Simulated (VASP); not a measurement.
**TaN: single point with LDA**

Crystal: TaN.

```
Ta N
1.0
     0.00000    2.17384    2.17384
     2.17384    0.00000    2.17384
     2.17384    2.17384    0.00000
Ta N
1 1
Direct
  0.50000 0.50000 0.50000
  0.00000 0.00000 0.00000
```

| Property | Result |
| --- | --- |
| Program | VASP 6.6.1 |
| Task | single point |
| Functional | LDA |
| Potentials or basis | VASP PAW LDA potentials, release 64 (Ta_pv, N) |
| Cutoff | 520 eV |
| k mesh | 18 × 18 × 18 |
| Occupations | gaussian, width 0.15 eV |
| Spin | no spin polarisation |
| Dipole correction | no |
| Further INCAR settings | ALGO = Normal; EDIFF = 1e-06; NBANDS = 15 |

```yaml
Pressure: 2.2 GPa
Band_gap_on_the_k_mesh: zero (band 8 reaches 11.79 eV, above the bottom of band 9 at 7.57 eV)
```

Levels at points of the mesh, in eV from the Fermi level:
```csv
k point,band 4,band 5,band 6,band 7,band 8,band 9,band 10,band 11,band 12,band 13
"(0.00, 0.00, 0.00)",-18.90,-3.88,-3.88,-3.88,-2.24,-2.24,-2.24,0.00,0.00,2.03
"(0.50, 0.00, 0.00)",-15.57,-10.63,-7.83,-7.83,1.98,1.98,2.10,4.06,7.86,7.86
"(0.50, 0.50, 0.00)",-17.62,-6.61,-5.72,-4.65,-4.65,2.15,3.72,3.72,4.98,7.17
```

Wall time 28 s on 1 thread of AMD EPYC 9R45 96-Core Processor (Zen 5) (shared host), peak memory 0.15 GiB.

Caveat: spin-orbit coupling is left out, which moves the levels of the heavy elements.
